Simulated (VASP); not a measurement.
A run of VASP 6.6.1:

Contents of POSCAR:

```
AlN
1.0
    3.1887772054      0.0000000000      0.0000000000
   -1.5943886027      2.7615620669      0.0000000000
    0.0000000000      0.0000000000      5.1024500000
Al N
2 2
Direct
    0.3333333333      0.6666666667      0.0000000000
    0.6666666667      0.3333333333      0.5000000000
    0.3333333333      0.6666666667      0.3850000000
    0.6666666667      0.3333333333      0.8850000000
```

File INCAR.step1:

```
SYSTEM = AlN
ALGO     = Normal         ! electronic algorithm
EDIFF    = 1E-4           ! SCF threshold, eV
ENCUT    = 520            ! plane-wave cutoff, eV
GGA      = PE             ! functional
ISMEAR   = 0              ! smearing method
LASPH    = .TRUE.         ! aspherical terms in the spheres
LCHARG   = .FALSE.        ! write CHGCAR
LREAL    = .FALSE.        ! projectors in reciprocal space
LWAVE    = .TRUE.         ! write WAVECAR
NBANDS   = 16             ! bands
NELM     = 80             ! most SCF steps
PREC     = Accurate       ! precision mode
SIGMA    = 0.05           ! smearing width, eV
```

File INCAR.step2:

```
SYSTEM = AlN
ALGO     = Normal         ! electronic algorithm
EDIFF    = 1E-7           ! SCF threshold, eV
ENCUT    = 520            ! plane-wave cutoff, eV
ISIF     = 2              ! what is computed and relaxed
ISMEAR   = 0              ! smearing method
ISTART   = 1            
LASPH    = .TRUE.         ! aspherical terms in the spheres
LCHARG   = .FALSE.        ! write CHGCAR
LMIXTAU  = .TRUE.       
LREAL    = .FALSE.        ! projectors in reciprocal space
LWAVE    = .FALSE.        ! write WAVECAR
METAGGA  = R2SCAN         ! meta-GGA
NBANDS   = 16             ! bands
NELM     = 80             ! most SCF steps
PREC     = Accurate       ! precision mode
SIGMA    = 0.05           ! smearing width, eV
```

KPOINTS

```
k-points
0
G
  12 12 6
  0 0 0
```

Potentials or basis: VASP PAW PBE potentials, release 64 (Al, N).

Launch:

```console
$ cat potpaw_PBE.64/Al/POTCAR potpaw_PBE.64/N/POTCAR > POTCAR
$ cp INCAR.step1 INCAR
$ mpirun -np 1 vasp_std > vasp.out
$ cp INCAR.step2 INCAR
$ mpirun -np 1 vasp_std > vasp.out
```

Hardware: 1 thread of Intel Xeon 8259CL (shared host).

**Question.** How long does it take, and how much memory?

**Answer.** It took 4.1 min on 1 thread of Intel Xeon 8259CL (shared host), peak memory 0.19 GiB. Counts: k points 76.
